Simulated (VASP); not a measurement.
# SiC (P-6m2) in VASP: a series of runs, part 2 of 2

VASP 6.6.1. The steps go on from the part before.

## (4) Single point, PBE

This run uses another cell than the first one, of 14.01 Å³/atom, 1.541 times its volume.

INCAR

```
ALGO = Normal ; EDIFF = 1E-6
ENCUT = 600 ; GGA = PE
GGA_COMPAT = F ; ISIF = 2
ISMEAR = 0 ; LASPH = T
LCHARG = F ; LREAL = F
LWAVE = F ; NBANDS = 11
NELM = 120 ; PREC = Accurate
SIGMA = 0.1
```

KPOINTS

```
k-points
0
Gamma
  6 6 4
```

POSCAR

```
SiC
1.0
    2.7318300300      0.0000000000      0.0000000000
   -1.3659150100      2.3658342000      0.0000000000
    0.0000000000      0.0000000000      4.3338860400
Si C
1 1
Direct
    0.6666666700      0.3333333300      0.5000000000
    0.3333333300      0.6666666700      0.0000000000
```

Potentials or basis: VASP PAW PBE potentials, release 64 (Si, C).

Run with:

```
$ cat potpaw_PBE.64/Si/POTCAR potpaw_PBE.64/C/POTCAR > POTCAR
$ mpirun -np 1 vasp_std > vasp.out
```

OUTCAR:

```text
EDIFF = 1E-6
   ENCUT = 600
   GGA = PE
   ISIF = 2
   ISMEAR = 0
   LASPH = T
   LREAL = F
   NELM = 120
   PREC = Accurate

 ion  position               nearest neighbor table
   1  0.667  0.333  0.500-
   2  0.333  0.667  0.000-

  LATTYP: Found a hexagonal cell.
 ALAT       =     2.7318300300
 C/A-ratio  =     1.5864405883

  Lattice vectors:

 A1 = (   2.7318300300,   0.0000000000,   0.0000000000)
 A2 = (  -1.3659150100,   2.3658342000,   0.0000000000)
 A3 = (   0.0000000000,   0.0000000000,   4.3338860400)

Analysis of symmetry for initial positions (statically):
=====================================================================
 Subroutine PRICEL returns:
 Original cell was already a primitive cell.

 Routine SETGRP: Setting up the symmetry group for a
 hexagonal supercell.

 Subroutine GETGRP returns: Found 12 space group operations
 (whereof 12 operations were pure point group operations)
 out of a pool of 24 trial point group operations.

The static configuration has the point symmetry D_3h.

[... 164 lines left out ...]
 k-point     1 :       0.0000    0.0000    0.0000
  band No.  band energies     occupation
      1      -7.5450      2.00000
      2      -1.6150      2.00000
      3       0.6281      2.00000
      4       9.1426      0.00000
      5       9.1426      0.00000
      6      12.9377      0.00000
      7      16.3481      0.00000
      8      16.3481      0.00000
      9      17.3921      0.00000
     10      19.1188      0.00000
     11      19.1188      0.00000
[... 267 lines left out ...]
 k-point    21 :       0.3333    0.3333    0.5000
  band No.  band energies     occupation
      1      -1.6941      2.00000
      2       1.8673      2.00000
      3       2.7248      2.00000
      4       3.0233      2.00000
      5       3.4032      2.00000
      6       3.9043      2.00000
      7       9.7004      0.00000
      8      12.8911      0.00000
      9      16.6786      0.00000
     10      17.0979      0.00000
     11      20.6840      0.00000

------------------------ aborting loop because EDIFF is reached ----------------------------------------

  FORCE on cell =-STRESS in cart. coord.  units (eV):
  Direction    XX          YY          ZZ          XY          YZ          ZX
  --------------------------------------------------------------------------------------
  -------------------------------------------------------------------------------------
  Total       -2.6560054     -2.6560054     -5.7367081     -0.0000000      0.0000000      0.0000000
  in kB     -151.9231887   -151.9231881   -328.1390131     -0.0000003      0.0000000      0.0000000
  external PRESSURE =    -210.6617966 kB  Pullay stress =       0.0000000 kB

 VOLUME and BASIS-vectors are now :
 -----------------------------------------------------------------------------
  energy-cutoff  :      600.00
  volume of cell :       28.01
      direct lattice vectors                 reciprocal lattice vectors
     2.731830030  0.000000000  0.000000000     0.366054985  0.211341944  0.000000000
    -1.365915010  2.365834200  0.000000000     0.000000000  0.422683889  0.000000000
     0.000000000  0.000000000  4.333886040     0.000000000  0.000000000  0.230739800

 POSITION                                       TOTAL-FORCE (eV/Angst)
 -----------------------------------------------------------------------------------
      1.36592      0.78861      2.16694        -0.000000      0.000000      0.000000
     -0.00000      1.57722      0.00000         0.000000     -0.000000      0.000000
 -----------------------------------------------------------------------------------
    total drift:                                0.000004     -0.000002     -0.000000

  FREE ENERGIE OF THE ION-ELECTRON SYSTEM (eV)
  ---------------------------------------------------
  free  energy   TOTEN  =        -9.3798027468 eV

  energy  without entropy=       -9.3765563405  energy(sigma->0) =       -9.37817954
```

OSZICAR:

```text
N       E                     dE             d eps       ncg     rms          rms(c)
DAV:   1     0.798170546911E+01    0.79817E+01   -0.38181E+03   462   0.680E+02
DAV:   2    -0.883611847808E+01   -0.16818E+02   -0.16231E+02   630   0.953E+01
DAV:   3    -0.945724620208E+01   -0.62113E+00   -0.61788E+00   581   0.150E+01
DAV:   4    -0.946010640424E+01   -0.28602E-02   -0.28599E-02   567   0.128E+00
DAV:   5    -0.946011909988E+01   -0.12696E-04   -0.12696E-04   567   0.865E-02    0.235E+00
DAV:   6    -0.939486031976E+01    0.65259E-01   -0.40340E-01   519   0.204E+00    0.134E+00
DAV:   7    -0.938392206607E+01    0.10938E-01   -0.30971E-02   519   0.875E-01    0.646E-01
DAV:   8    -0.937979327336E+01    0.41288E-02   -0.10181E-02   513   0.567E-01    0.110E-01
DAV:   9    -0.937979273534E+01    0.53801E-06   -0.35383E-04   604   0.996E-02    0.612E-02
DAV:  10    -0.937980360555E+01   -0.10870E-04   -0.42236E-05   537   0.389E-02    0.549E-03
DAV:  11    -0.937980274681E+01    0.85874E-06   -0.13402E-06   464   0.772E-03
   1 F= -.93798027E+01 E0= -.93781795E+01  d E =-.324641E-02
```

stdout:

```text
POSCAR found type information on POSCAR SiC
 POSCAR found :  2 types and       2 ions
 scaLAPACK will be used
 LDA part: xc-table for (Slater+PW92), standard interpolation
 POSCAR, INCAR and KPOINTS ok, starting setup
 FFT: planning ... GRIDC
 FFT: planning ... GRID_SOFT
 FFT: planning ... GRID
 WAVECAR not read
 entering main loop
```

Run time: 3.9 s. Hardware: 1 thread of Intel Xeon 6975P-C (Granite Rapids), shared host; peak memory 0.14 GiB.

What came out:

```
Free energy            : -9.3798 eV
Pressure               : -21.1 GPa
Band gap on the k mesh : zero (band 4 reaches 9.18 eV, above the bottom of band 5 at 3.40 eV)
```

Levels at points of the mesh, in eV from the Fermi level:
```tsv
k point	band 1	band 2	band 3	band 4	band 5	band 6	band 7	band 8	band 9
(0.00, 0.00, 0.00)	-13.23	-7.30	-5.06	3.46	3.46	7.25	10.66	10.66	11.71
(0.50, 0.00, 0.00)	-8.73	-6.11	-2.45	-1.10	-0.50	1.75	2.80	7.18	8.02
(0.00, 0.00, 0.50)	-11.59	-11.35	0.98	2.46	3.54	3.54	10.64	10.64	12.84
(0.50, 0.00, 0.50)	-8.02	-5.50	-4.64	-3.96	2.05	3.08	6.07	6.13	8.80
```

Caveat: the k points lie up to 0.44 Å⁻¹ apart.

## (5) Summary

```tsv
task	cell	k mesh	gap on the mesh (eV)	pressure (GPa)
relaxation of cell and atoms	relaxed from a = 2.865, b = 2.865, c = 2.558 Å, angles 90.0, 90.0, 120.0°, 2 atoms	24 × 24 × 22	none	0.0
single point	a = 2.865, b = 2.865, c = 2.558 Å, angles 90.0, 90.0, 120.0°, 2 atoms	6 × 6 × 6	none	-0.1
single point	a = 2.732, b = 2.732, c = 4.334 Å, angles 90.0, 90.0, 120.0°, 2 atoms	6 × 6 × 4	none	-21.1
```

Alike in all rows: level PBE; potentials or basis VASP PAW PBE potentials, release 64 (Si, C); no spin polarisation; cutoff (eV) 600; smearing gaussian 0.1 eV.

Caveats: some runs use coarse meshes.

Total energies depend on the potentials used, so only differences within one code and one set of settings carry meaning.
